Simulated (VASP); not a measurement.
Crystal: ZnS.

```
Zn S
1.0
     0.00000    2.70465    2.70465
     2.70465    0.00000    2.70465
     2.70465    2.70465    0.00000
Zn S
1 1
Direct
  0.00000 0.00000 0.00000
  0.75000 0.75000 0.75000
```

Base run:

* Program: VASP 6.6.1
* Functional: r2SCAN
* Potentials or basis: VASP PAW PBE potentials, release 64 (Zn, S)
* Cutoff: 520 eV
* k mesh: 8 × 8 × 8
* Occupations: gaussian, width 0.05 eV
* Spin: no spin polarisation

Its results: band gap on the k mesh 2.66 eV, direct; pressure -0.8 GPa.

**Question.** After a change of settings the same cell gave: band gap on the k mesh 2.22 eV, direct; pressure 3.4 GPa. Which change was it?
A. functional from r2SCAN to PBE; k mesh from 8 × 8 × 8 to 12 × 12 × 12
B. functional from r2SCAN to revPBE
C. functional from r2SCAN to PBE; dispersion from none to D3(BJ)
D. further incar settings from ALGO = Normal; EDIFF = 1e-06; NBANDS = 16 to ALGO = Normal; EDIFF = 1e-07; NBANDS = 16; dispersion from none to D4

**Answer.** B.

r2SCAN gives the wider gap, since meta-GGAs in the generalised Kohn-Sham scheme recover part of the derivative discontinuity.

Caveats: the PAW data sets were made with another functional, which shifts forces and pressure a little.
